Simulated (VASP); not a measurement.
# CsBe3Cu2 (Cmcm) in VASP: relaxation of the atoms with PBE

Aim: the relaxation of the atoms of CsBe3Cu2 with PBE.

Everything below comes from runs of VASP 6.6.1. Logs are shortened: lines on timing, memory, paths and dates and some standing lists are left out, and cuts for length are marked.

## 1. The cell of the first run

The structure is orthorhombic, space group Cmcm (No. 63). Conventional cell: a = 8.238 Å, b = 10.304 Å, c = 4.851 Å, α = 90.00°, β = 90.00°, γ = 90.00°. Within 4.0 Å of Cs (site symmetry m2m) lie 10 Be at 3.06 to 3.53 Å and 8 Cu at 3.59 to 3.76 Å. Cu (site symmetry 2) has 4 Be at 2.03 to 2.15 Å and 3 Cu at 2.43 to 2.57 Å within 2.7 Å. Within 2.8 Å of Be (site symmetry m2m) lie 4 Cu at 2.15 Å. Be (site symmetry m) has 2 Cu at 2.03 Å within 2.7 Å.

## 2. Relaxation of the atoms, PBE

Input file INCAR:

```
SYSTEM = CsBe3Cu2
PREC     = Accurate       ! precision mode
ENCUT    = 520            ! plane-wave cutoff, eV
EDIFF    = 1E-6           ! SCF threshold, eV
ISMEAR   = -1             ! smearing method
SIGMA    = 0.1            ! smearing width, eV
LREAL    = .FALSE.        ! projectors in reciprocal space
LASPH    = .TRUE.         ! aspherical terms in the spheres
NELM     = 80             ! most SCF steps
ALGO     = Normal         ! electronic algorithm
ISIF     = 2              ! what is computed and relaxed
LWAVE    = .FALSE.        ! write WAVECAR
LCHARG   = .FALSE.        ! write CHGCAR
GGA      = PE             ! functional
IBRION   = 2              ! ionic algorithm
NSW      = 100            ! ionic steps
EDIFFG   = -0.03          ! ionic threshold
KPAR     = 2
```

Input file KPOINTS:

```
regular mesh
0
G
  4 4 5
  0 0 0
```

Input file POSCAR:

```
CsBe3Cu2
1.0
    4.1188410000      5.1522020000      0.0000000000
    4.1188410000     -5.1522020000      0.0000000000
    0.0000000000      0.0000000000     -4.8512020000
Cs Cu Be
2 4 6
Direct
    0.6780000000      0.3220000000      0.7500000000
    0.3220000000      0.6780000000      0.2500000000
    0.8440000000      0.8440000000      0.0000000000
    0.1560000000      0.1560000000      0.5000000000
    0.1560000000      0.1560000000      0.0000000000
    0.8440000000      0.8440000000      0.5000000000
    0.1181000000      0.8819000000      0.7500000000
    0.8819000000      0.1181000000      0.2500000000
    0.5960000000      0.8332000000      0.7500000000
    0.4040000000      0.1668000000      0.2500000000
    0.8332000000      0.5960000000      0.2500000000
    0.1668000000      0.4040000000      0.7500000000
```

Potentials or basis: VASP PAW PBE potentials, release 64 (Cs_sv, Cu, Be).

Run with:

```sh
cat potpaw_PBE.64/Cs_sv/POTCAR potpaw_PBE.64/Cu/POTCAR potpaw_PBE.64/Be/POTCAR > POTCAR
mpirun -np 2 vasp_std > vasp.out
```

OUTCAR:

```text
SYSTEM = CsBe3Cu2
   PREC = Accurate
   ENCUT = 520
   EDIFF = 1E-6
   ISMEAR = -1
   LREAL = .FALSE.
   LASPH = .TRUE.
   NELM = 80
   ISIF = 2
   GGA = PE
   IBRION = 2
   NSW = 100
   EDIFFG = -0.03

 ion  position               nearest neighbor table
   1  0.678  0.322  0.750-
   2  0.322  0.678  0.250-
   3  0.844  0.844  0.000-   9 2.03  11 2.03   7 2.15   8 2.15   6 2.43   6 2.43   5 2.57
   4  0.156  0.156  0.500-  10 2.03  12 2.03   7 2.15   8 2.15   5 2.43   5 2.43   6 2.57
   5  0.156  0.156  0.000-  10 2.03  12 2.03   7 2.15   8 2.15   4 2.43   4 2.43   3 2.57
   6  0.844  0.844  0.500-   9 2.03  11 2.03   7 2.15   8 2.15   3 2.43   3 2.43   4 2.57
   7  0.118  0.882  0.750-   3 2.15   4 2.15   5 2.15   6 2.15
   8  0.882  0.118  0.250-   3 2.15   4 2.15   5 2.15   6 2.15
   9  0.596  0.833  0.750-   3 2.03   6 2.03
  10  0.404  0.167  0.250-   4 2.03   5 2.03
  11  0.833  0.596  0.250-   3 2.03   6 2.03
  12  0.167  0.404  0.750-   4 2.03   5 2.03

  LATTYP: Found a base centered orthorhombic cell.
 ALAT       =     8.2376820000
 B/A-ratio  =     1.2508863537
 C/A-ratio  =     0.5889037717

  Lattice vectors:

 A1 = (   4.1188410000,   5.1522020000,   0.0000000000)
 A2 = (   4.1188410000,  -5.1522020000,   0.0000000000)
 A3 = (   0.0000000000,   0.0000000000,  -4.8512020000)

Analysis of symmetry for initial positions (statically):
=====================================================================
 Subroutine PRICEL returns:
 Original cell was already a primitive cell.

 Routine SETGRP: Setting up the symmetry group for a
 base centered orthorhombic supercell.

 Subroutine GETGRP returns: Found  8 space group operations
 (whereof  4 operations were pure point group operations)
 out of a pool of  8 trial point group operations.

The static configuration has the point symmetry C_2h.
 The point group associated with its full space group is D_2h.

Analysis of symmetry for dynamics (positions and initial velocities):
=====================================================================
 Subroutine PRICEL returns:
 Original cell was already a primitive cell.

 Routine SETGRP: Setting up the symmetry group for a
 base centered orthorhombic supercell.

 Subroutine GETGRP returns: Found  8 space group operations
 (whereof  4 operations were pure point group operations)
 out of a pool of  8 trial point group operations.

The dynamic configuration has the point symmetry C_2h.
 The point group associated with its full space group is D_2h.

 Subroutine INISYM returns: Found  8 space group operations
[... 115 lines left out ...]
   EDIFFG = -.3E-01   stopping-criterion for IOM
   NSW    =    100    number of steps for IOM
   IBRION =      2    ionic relax: 0-MD 1-quasi-New 2-CG
   NFREE  =      1    steps in history (QN), initial steepest desc. (CG)
   ISIF   =      2    stress and relaxation
   ISYM   =      2    0-nonsym 1-usesym 2-fastsym
   POTIM  = 0.5000    time-step for ionic-motion
   TEBEG  =    0.0;   TEEND  =   0.0 temperature during run
   PSTRESS=    0.0 pullay stress
   NELECT =      74.0000    total number of electrons
   NUPDOWN=      -1.0000    fix difference up-down
   EMIN   =  10.00;   EMAX   =-10.00  energy-range for DOS
   EFERMI =   0.00;   METHOD = LEGACY
   ISMEAR =    -1;   SIGMA  =   0.10  broadening in eV -4-tet -1-fermi 0-gaus
   EFERMI_NEDOS =   21; number of points for ismear=-14 and -15
   IALGO  =     38    algorithm
   IMIX   =      4    mixing-type and parameters
     AMIX     =   0.40;   BMIX     =  1.00
     AMIX_MAG =   1.60;   BMIX_MAG =  1.00
  volume/ion in A,a.u.               =      17.16       115.79
  Fermi-wavevector in a.u.,A,eV,Ry     =   1.163955  2.199557 18.433065  1.354792
  Thomas-Fermi vector in A             =   2.300499
   LORBIT       =      0    0 simple, 1 ext, 2 COOP (PROOUT), +10 PAW based schemes
   GGA     = PE    functional components
   LHFCALC =     F    Hartree Fock is set to
   AEXX    =    0.0000 exact exchange contribution
   IVDW    =     0    specifies the selected vdW correction
   LEPSILON=     F    determine dielectric tensor
   LRPA    =     F    only Hartree local field effects (RPA)
 conjugate gradient relaxation of ions
 non-spin polarized calculation
  energy-cutoff  :      520.00
  volume of cell :      205.90
 maximum number of plane-waves:      5566
 NGX is ok and might be reduce to    50
   NGX = 25   NGY = 25   NGZ = 19

--------------------------------------- Ionic step        1  -------------------------------------------

 number of electron      74.0000042 magnetization

 Free energy of the ion-electron system (eV)
  ---------------------------------------------------
  ext. energy  EPLUGINS =         0.00000000
  ---------------------------------------------------
  free energy    TOTEN  =       -26.88885270 eV

  energy without entropy =      -26.74943918  energy(sigma->0) =      -26.81914594

------------------------ aborting loop because EDIFF is reached ----------------------------------------

  FORCE on cell =-STRESS in cart. coord.  units (eV):
  Direction    XX          YY          ZZ          XY          YZ          ZX
  --------------------------------------------------------------------------------------
  -------------------------------------------------------------------------------------
  Total       12.9452768      9.8607024     19.8137338      0.0000000     -0.0000000      0.0000000
  in kB      100.7336709     76.7310551    154.1805687      0.0000000     -0.0000000      0.0000000
  external PRESSURE =     110.5484316 kB  Pullay stress =       0.0000000 kB
[... 119 lines left out ...]
  FREE ENERGIE OF THE ION-ELECTRON SYSTEM (eV)
  ---------------------------------------------------
  free  energy   TOTEN  =       -27.9715489942 eV

  energy  without entropy=      -27.8217885250  energy(sigma->0) =      -27.89666876

[... ionic steps 4 to 13 ...]

--------------------------------------- Ionic step       14  -------------------------------------------

 number of electron      73.9999997 magnetization

------------------------ aborting loop because EDIFF is reached ----------------------------------------
[... 87 lines left out ...]
--------------------------------------- Ionic step       16  -------------------------------------------

 number of electron      73.9999980 magnetization

 Free energy of the ion-electron system (eV)
  ---------------------------------------------------
  ext. energy  EPLUGINS =         0.00000000
  ---------------------------------------------------
  free energy    TOTEN  =       -29.79287837 eV

  energy without entropy =      -29.60425581  energy(sigma->0) =      -29.69856709

 E-fermi :   4.1268     XC(G=0):  -9.9113

 val. band max:        4.0843205912   @ k =   0.0000   0.0000   0.2000
 cond. band min:       4.1276045894   @ k =   0.2500   0.2500   0.2000
 fundamental gap:      0.0432839983
 Fermi energy:         4.1268348335

 k-point     1 :       0.0000    0.0000    0.0000
  band No.  band energies     occupation
      1     -18.0646      2.00000
      2     -17.6213      2.00000
      3      -5.6978      2.00000
      4      -5.4776      2.00000
      5      -5.4112      2.00000
      6      -5.0622      2.00000
[... 1015 lines left out ...]
  FREE ENERGIE OF THE ION-ELECTRON SYSTEM (eV)
  ---------------------------------------------------
  free  energy   TOTEN  =       -29.7928783687 eV

  energy  without entropy=      -29.6042558062  energy(sigma->0) =      -29.69856709

 reached required accuracy - stopping structural energy minimisation
```

CONTCAR:

```text
CsBe3Cu2
   1.00000000000000
     4.1188409999999998    5.1522019999999999    0.0000000000000000
     4.1188409999999998   -5.1522019999999999    0.0000000000000000
     0.0000000000000000    0.0000000000000000   -4.8512019999999998
  Cs              Cu              Be
     2     4     6
Direct
     0.6175538999407794    0.3824461000592206    0.7500000000000000
     0.3824461000592206    0.6175538999407794    0.2500000000000000
     0.8498778494070268    0.8498778494070268    0.0000000000000000
     0.1501221505929734    0.1501221505929734    0.5000000000000000
     0.1501221505929734    0.1501221505929734    1.0000000000000000
     0.8498778494070268    0.8498778494070268    0.5000000000000000
     0.1589291082538382    0.8410708917461619    0.7500000000000000
     0.8410708917461619    0.1589291082538383    0.2500000000000000
     0.5475733791638852    0.9293371213943995    0.7500000000000000
     0.4524266208361146    0.0706628786056004    0.2500000000000000
     0.9293371213943995    0.5475733791638852    0.2500000000000000
     0.0706628786056004    0.4524266208361146    0.7500000000000000

  0.00000000E+00  0.00000000E+00  0.00000000E+00
  0.00000000E+00  0.00000000E+00  0.00000000E+00
  0.00000000E+00  0.00000000E+00  0.00000000E+00
  0.00000000E+00  0.00000000E+00  0.00000000E+00
  0.00000000E+00  0.00000000E+00  0.00000000E+00
  0.00000000E+00  0.00000000E+00  0.00000000E+00
  0.00000000E+00  0.00000000E+00  0.00000000E+00
  0.00000000E+00  0.00000000E+00  0.00000000E+00
  0.00000000E+00  0.00000000E+00  0.00000000E+00
  0.00000000E+00  0.00000000E+00  0.00000000E+00
  0.00000000E+00  0.00000000E+00  0.00000000E+00
  0.00000000E+00  0.00000000E+00  0.00000000E+00
```

Run time: 18 min. Hardware: 2 MPI ranks of Intel Xeon Platinum 8259CL at 2.50GHz (Skylake/Cascade Lake), shared host; peak memory 0.39 GiB.

What came out:

| Quantity | Value |
| --- | --- |
| Free energy | -29.7929 eV |
| Energy gained by relaxing | 242.0 meV/atom |
| Ionic steps | 16 |
| Pressure after relaxing | -0.9 GPa |
| Largest force after relaxing | 0.025 eV/Å |
| Band gap on the k mesh | zero (bands 37 and 38 overlap by 0.53 eV) |

Forces in eV/Å, atoms in the order of the input:
```
Cs   0.000  0.003  0.000
Cs   0.000 -0.003  0.000
Cu   0.021  0.000  0.000
Cu  -0.021  0.000  0.000
Cu  -0.021  0.000  0.000
Cu   0.021  0.000  0.000
Be   0.000  0.008  0.000
Be   0.000 -0.008  0.000
Be   0.012  0.022  0.000
Be  -0.012 -0.022  0.000
Be   0.012 -0.022  0.000
Be  -0.012  0.022  0.000
```

Step by step:
```csv
step,energy change (eV),largest force (eV/Å),pressure (GPa)
1,0.0000,1.5481,11.05
2,-0.5707,1.2384,8.69
3,-1.0827,1.2233,5.64
4,-1.1417,1.1708,4.80
5,-1.6152,0.5435,2.44
6,-1.7369,0.4953,1.08
7,-1.7426,0.5032,1.22
8,-1.8566,0.4752,0.97
9,-2.1995,0.5353,0.21
10,-2.5939,0.7432,-0.53
11,-2.7011,0.7547,-0.68
12,-2.7936,0.7914,-0.73
13,-2.8604,0.4377,-0.93
14,-2.8937,0.1355,-1.02
15,-2.8987,0.0942,-0.98
16,-2.9040,0.0248,-0.93
```

Final structure:
```
Cs Cu Be
1.0
     4.11884    5.15220    0.00000
     4.11884   -5.15220    0.00000
     0.00000    0.00000   -4.85120
Cs Cu Be
2 4 6
Direct
  0.61755 0.38245 0.75000
  0.38245 0.61755 0.25000
  0.84988 0.84988 0.00000
  0.15012 0.15012 0.50000
  0.15012 0.15012 0.00000
  0.84988 0.84988 0.50000
  0.15893 0.84107 0.75000
  0.84107 0.15893 0.25000
  0.54757 0.92934 0.75000
  0.45243 0.07066 0.25000
  0.92934 0.54757 0.25000
  0.07066 0.45243 0.75000
```

Caveat: spin-orbit coupling is left out, which moves the levels of the heavy elements.

The gap in the log of VASP goes by the Fermi energy; the results here count the filled bands.